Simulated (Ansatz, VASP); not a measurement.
## One calculation of ZnSe, two programs

The input INCAR:

```
PREC = Accurate
ENCUT = 520
EDIFF = 1E-6
ISMEAR = 0
SIGMA = 0.01
LREAL = F
LASPH = T
NELM = 150
ALGO = Normal
ISIF = 2
LWAVE = F
LCHARG = T
MAGMOM = 0 0 0 0 0 0
LORBIT = 11
LSORBIT = T
GGA_COMPAT = F
LORBMOM = T
GGA = PS
LVHAR = T
NBANDS = 30
```

File KPOINTS:

```
Automatic mesh
0
Gamma
  8 8 8
```

POSCAR

```
ZnSe
1.0
    2.7662892562      2.7662892562      0.0000000000
   -2.7662892562      2.7662892562      0.0000000000
    0.0000000000      2.7662892562      2.7662892562
Zn Se
1 1
Direct
    0.0000000000      0.0000000000      0.0000000000
    0.7500000000      0.2500000000      0.5000000000
```

Input for Ansatz:

```yaml
crystal:
  lattice:
    - [2.76628925623, 2.76628925623, 0.0]
    - [-2.76628925623, 2.76628925623, 0.0]
    - [0.0, 2.76628925623, 2.76628925623]
  atoms:
    - { symbol: Zn, position: [0.0, 0.0, 0.0] }
    - { symbol: Se, position: [0.75, 0.25, 0.5] }
kpoints:
  mp_grid: { grid: [8, 8, 8] }
scf:
  occupations: { method: fixed }
  convergence: { dr2_threshold: 1.0e-10 }
hamiltonian:
  xc: pbesol
  pseudopotentials: { kind: all_electron, lapw: { basis_error: 0.0005 } }
magnetization:
  noncollinear: true
  spin_orbit: true
output:
  forces: true
  stress: true
  eigenstates:
    kpoints:
      - [0.0, 0.0, 0.0]
      - [-0.5, -0.5, -0.5]
      - [-0.5, 0.5, 0.0]
      - [0.0, 0.0, -0.5]
      - [0.0, -0.5, -0.5]
      - [0.0, 0.5, 0.0]
      - [-0.5, 0.0, 0.0]
      - [-0.5, 0.0, -0.5]
  eigenvalues: true
```

Alike in both runs: task single point; functional PBEsol; k mesh 8 × 8 × 8; non-collinear spin, spin-orbit coupling.

|  | VASP | Ansatz |
| --- | --- | --- |
| version | VASP 6.6.1 | Ansatz 0.2.0 |
| potentials or method | VASP PAW PBE potentials, release 64 (Zn, Se), cutoff 520 eV | all-electron LAPW |
| occupations | gaussian, width 0.01 eV | fixed |

Ansatz gave:

* pressure (GPa): 4.0

Problem. What did VASP give for the same quantities?

Solution. Pressure (GPa): 4.3.

VASP's potentials were made for PBE, not for PBEsol. Ansatz ran all-electron here, and VASP with PAW potentials.
